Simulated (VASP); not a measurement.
**Pt: single point with LDA**

Slab: Pt, a slab with vacuum.

```
CELL_PARAMETERS angstrom
2.75340 0.00000 0.00000
0.00000 2.75340 0.00000
0.00000 0.00000 16.70010
ATOMIC_POSITIONS crystal
Pt 0.25000 0.25000 0.32934
Pt 0.75000 0.75000 0.44241
Pt 0.25000 0.25000 0.55759
Pt 0.75000 0.75000 0.67066
```

| Property | Result |
| --- | --- |
| Program | VASP 6.6.1 |
| Task | single point |
| Functional | LDA |
| Potentials or basis | VASP PAW LDA potentials, release 64 (Pt) |
| Cutoff | 520 eV |
| k mesh | 15 × 15 × 1 |
| Occupations | fermi-dirac, width 0.05 eV |
| Spin | no spin polarisation |

```json
{
 "Largest force": "0.045 eV/Å",
 "Band gap on the k mesh": "zero (band 20 reaches 3.08 eV, above the bottom of band 21 at 1.52 eV)"
}
```

Forces in eV/Å, atoms in the order of the input:
```
Pt   0.000  0.000 -0.045
Pt   0.000  0.000  0.002
Pt   0.000  0.000 -0.002
Pt   0.000  0.000  0.045
```

Levels at points of the mesh, in eV from the Fermi level:
```tsv
k point	band 18	band 19	band 20	band 21	band 22	band 23
(0.00, 0.00, 0.00)	-0.79	-0.79	-0.10	0.14	0.27	0.27
```

Run time: 96 s on 1 thread of Intel(R) Xeon(R) Platinum 8488C (Sapphire Rapids) (shared host), peak memory 0.24 GiB.

Caveat: spin-orbit coupling is left out, which moves the levels of the heavy elements.
